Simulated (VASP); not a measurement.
The system is PbF2.

```
Pb F
1.0
     0.00000    2.96366    2.96366
     2.96366    0.00000    2.96366
     2.96366    2.96366    0.00000
Pb F
1 2
Direct
  0.00000 0.00000 0.00000
  0.75000 0.75000 0.75000
  0.25000 0.25000 0.25000
```

- Program: VASP 6.6.1
- Task: relaxation of cell and atoms
- Functional: revPBE
- Dispersion: D4
- Potentials or basis: VASP PAW PBE potentials, release 64 (Pb_d, F)
- Cutoff: 600 eV
- k mesh: 8 × 8 × 8
- Occupations: fermi-dirac, width 0.05 eV
- Spin: no spin polarisation

At the start: pressure 7.6 GPa; volume 17.35 Å³/atom.

How do energy, volume and symmetry change on relaxing?

Over 6 steps the energy falls by 24.1 meV/atom and the volume is 18.14 Å³/atom (+4.5 %); space group Fm-3m (No. 225, to 0.1 Å) before and after.

Step by step:
| step | energy change (eV) | largest force (eV/Å) | pressure (GPa) | volume (Å³) |
| --- | --- | --- | --- | --- |
| 1 | 0.0000 | 0.0000 | 7.58 | 52.06 |
| 2 | -0.0224 | 0.0000 | -3.02 | 58.49 |
| 3 | -0.0695 | 0.0000 | -1.17 | 55.11 |
| 4 | -0.0719 | 0.0000 | -0.54 | 54.68 |
| 5 | -0.0724 | 0.0000 | 0.14 | 54.34 |
| 6 | -0.0724 | 0.0000 | -0.02 | 54.41 |

Final structure:
```
Pb F
1.0
     0.00000    3.00751    3.00751
     3.00751    0.00000    3.00751
     3.00751    3.00751    0.00000
Pb F
1 2
Cartesian
  0.0000 0.0000 0.0000
  4.5113 4.5113 4.5113
  1.5038 1.5038 1.5038
```

Caveat: the PAW data sets were made with another functional, which shifts forces and pressure a little.
